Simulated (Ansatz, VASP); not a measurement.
## Two plane-wave programs on Ga

The input INCAR:

```
ALGO     = Normal         # electronic algorithm
EDIFF    = 1E-6           # SCF threshold, eV
ENCUT    = 520            # plane-wave cutoff, eV
GGA      = RP             # functional
ISIF     = 2              # what is computed and relaxed
ISMEAR   = -1             # smearing method
LASPH    = T              # aspherical terms in the spheres
LCHARG   = F              # write CHGCAR
LREAL    = F              # projectors in reciprocal space
LWAVE    = F              # write WAVECAR
NBANDS   = 12             # bands
NELM     = 80             # most SCF steps
PREC     = Accurate       # precision mode
SIGMA    = 0.1            # smearing width, eV
```

Contents of KPOINTS:

```
k-points
0
Gamma
  14 14 14
```

Contents of POSCAR:

```
Ga
1.0
    0.0000000000      2.1712465130      2.1712465130
    2.1712465130      0.0000000000      2.1712465130
    2.1712465130      2.1712465130      0.0000000000
Ga
1
Direct
    0.0000000000      0.0000000000      0.0000000000
```

Input for Ansatz:

```yaml
crystal:
  lattice:
    - [0.0, 2.171246513, 2.171246513]
    - [2.171246513, 0.0, 2.171246513]
    - [2.171246513, 2.171246513, 0.0]
  atoms:
    - { symbol: Ga, position: [0.0, 0.0, 0.0] }
hamiltonian:
  xc: rpbe
  pseudopotentials:
    kind: paw
    azcp:
      Ga: "pseudopotentials/Ga.paw.azcp"
basis:
  ecutwfc: 420
  fft_grid_basis: typed
kpoints:
  mp_grid: { grid: [14, 14, 14], shift: [0, 0, 0] }
magnetization:
  spin_polarized: false
scf:
  occupations: { method: fermi_dirac, width: 0.1 }
  lower_state_search: "off"
output:
  stress: true
```

Alike in both runs: task single point; functional RPBE; k mesh 14 × 14 × 14; occupations fermi-dirac, width 0.1 eV; no spin polarisation.

```csv
,VASP,Ansatz
version,VASP 6.6.1,Ansatz 0.2.0
potentials or method,"VASP PAW PBE potentials, release 64 (Ga_d), cutoff 520 eV","plane waves (420 eV) with PAW, scalar-relativistic"
valence electrons in the cell,13,13
```

|  | VASP | Ansatz | Ansatz less VASP |
| --- | --- | --- | --- |
| pressure (GPa) | -1.6 | -1.6 | -0.05 |

VASP's potentials were made for PBE, not for RPBE.
